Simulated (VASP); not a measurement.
CdS, 64 atoms in the cell. The structure is cubic, space group F-43m (No. 216). Conventional cell: a = 5.824 Å, b = 5.824 Å, c = 5.824 Å, α = 90.00°, β = 90.00°, γ = 90.00°. Within 3.3 Å of Cd (site symmetry -43m) lie 4 S at 2.52 Å. S (site symmetry -43m) has 4 Cd at 2.52 Å within 3.3 Å. 

```yaml
Program: VASP 6.6.1
Task: single point
Functional: PBEsol
Potentials_or_basis: VASP PAW PBE potentials, release 64 (Cd, S)
Cutoff: 520 eV
k_mesh: 1 × 1 × 1, shifted
Occupations: fermi-dirac, width 0.05 eV
Spin: no spin polarisation
Dipole_correction: no
Further_INCAR_settings: LREAL = Auto; ALGO = Normal; EDIFF = 1e-06; NBANDS = 326; ISYM = 0
```

Potentials or basis: VASP PAW PBE potentials, release 64 (Cd, S).

Run with:

```sh
$ cat potpaw_PBE.64/Cd/POTCAR potpaw_PBE.64/S/POTCAR > POTCAR
$ mpirun -np 1 vasp_std > vasp.out
```

Hardware: 1 × NVIDIA H100 80GB with 1 thread of AMD EPYC 7R13 Processor (Zen 3) (shared host).

How long does it take, and how much memory?

It took 6.9 min on 1 × NVIDIA H100 80GB with 1 thread of AMD EPYC 7R13 Processor (Zen 3), with other jobs on the host, peak memory 2.7 GiB. Counts: scf iterations 22, k points 4.
